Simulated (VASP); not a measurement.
A run of VASP 6.6.1 is set up as follows.

The input INCAR:

```
SYSTEM = Cu
ALGO     = Fast           ! electronic algorithm
EDIFF    = 1E-7           ! SCF threshold, eV
EDIFFG   = -0.01          ! ionic threshold
ENCUT    = 600            ! plane-wave cutoff, eV
GGA      = PE             ! functional
IBRION   = 2              ! ionic algorithm
ISIF     = 3              ! what is computed and relaxed
ISMEAR   = -1             ! smearing method
LASPH    = .True.         ! aspherical terms in the spheres
LCHARG   = .False.        ! write CHGCAR
LREAL    = .False.        ! projectors in reciprocal space
LWAVE    = .False.        ! write WAVECAR
NELM     = 60             ! most SCF steps
NSW      = 60             ! ionic steps
PREC     = Accurate       ! precision mode
SIGMA    = 0.05           ! smearing width, eV
```

The input KPOINTS:

```
k-points
0
Gamma
  11 11 11
  0 0 0
```

File POSCAR:

```
Cu
1.0
    1.2184636900     -3.9763780104      0.0000000000
    1.2184636900      3.9763780104      0.0000000000
    0.0000000000      0.0000000000      2.4754955235
Cu
2
Direct
    0.8661333500      0.1338666500      0.7500000000
    0.1338666500      0.8661333500      0.2500000000
```

Potentials or basis: VASP PAW PBE potentials, release 64 (Cu).

The run is started by

```sh
$ cat potpaw_PBE.64/Cu/POTCAR > POTCAR
$ mpirun -np 1 vasp_std > vasp.out
```

Problem. What does it give for the relaxed volume?

Solution. 12.62 Å³/atom.

Problem. Predict the band gap on the k mesh.

Solution. Zero (bands 11 and 12 overlap by 5.31 eV).

Problem. Estimate the space group after relaxing (to 0.1 Å).

Solution. Cmcm (No. 63).

Step by step:
| step | energy change (eV) | largest force (eV/Å) | pressure (GPa) | volume (Å³) |
| --- | --- | --- | --- | --- |
| 1 | 0.0000 | 0.0531 | 7.12 | 23.99 |
| 2 | -0.0197 | 0.0702 | -3.11 | 25.89 |
| 3 | -0.0263 | 0.0339 | -0.02 | 25.22 |
| 4 | -0.0262 | 0.0321 | 0.19 | 25.20 |
| 5 | -0.0265 | 0.0183 | 0.13 | 25.21 |
| 6 | -0.0266 | 0.0002 | 0.13 | 25.22 |
| 7 | -0.0266 | 0.0009 | -0.24 | 25.26 |
| 8 | -0.0266 | 0.0013 | -0.05 | 25.25 |
